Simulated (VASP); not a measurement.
Input of a VASP 6.6.1 run:

INCAR

```
SYSTEM = C
ALGO     = Normal         ! electronic algorithm
EDIFF    = 1E-7           ! SCF threshold, eV
ENCUT    = 520            ! plane-wave cutoff, eV
GGA      = PE             ! functional
ISIF     = 2              ! what is computed and relaxed
ISMEAR   = 0              ! smearing method
LASPH    = .TRUE.         ! aspherical terms in the spheres
LCHARG   = .FALSE.        ! write CHGCAR
LREAL    = .FALSE.        ! projectors in reciprocal space
LWAVE    = .FALSE.        ! write WAVECAR
NBANDS   = 11             ! bands
NELM     = 60             ! most SCF steps
PREC     = Accurate       ! precision mode
SIGMA    = 0.05           ! smearing width, eV
```

KPOINTS

```
k-points
0
G
  12 12 12
  0 0 0
```

Contents of POSCAR:

```
C
1.0
    0.0000000000      1.6407280000      1.8547360000
    1.6407280000      0.0000000000      1.8547360000
    1.6407280000      1.6407280000      0.0000000000
C
2
Direct
    0.5000000000      0.5000000000      0.5000000000
    0.7500000000      0.7500000000      0.7500000000
```

Potentials or basis: VASP PAW PBE potentials, release 64 (C).

Launch:

```console
$ cat potpaw_PBE.64/C/POTCAR > POTCAR
$ mpirun -np 1 vasp_std > vasp.out
```

Question: What does it give for the pressure?

Answer: 73.7 GPa.

Question: Predict the band gap on the k mesh.

Answer: 2.77 eV, indirect (least direct gap 4.80 eV).

Stress tensor (GPa, compression positive):
```
122.38   0.00   0.00
  0.00 122.38   0.00
  0.00   0.00 -23.78
```

Caveat: the cell differs from its parent crystal (strain -0.080 along x and y, +0.040 along z). A k mesh can miss the band edges.
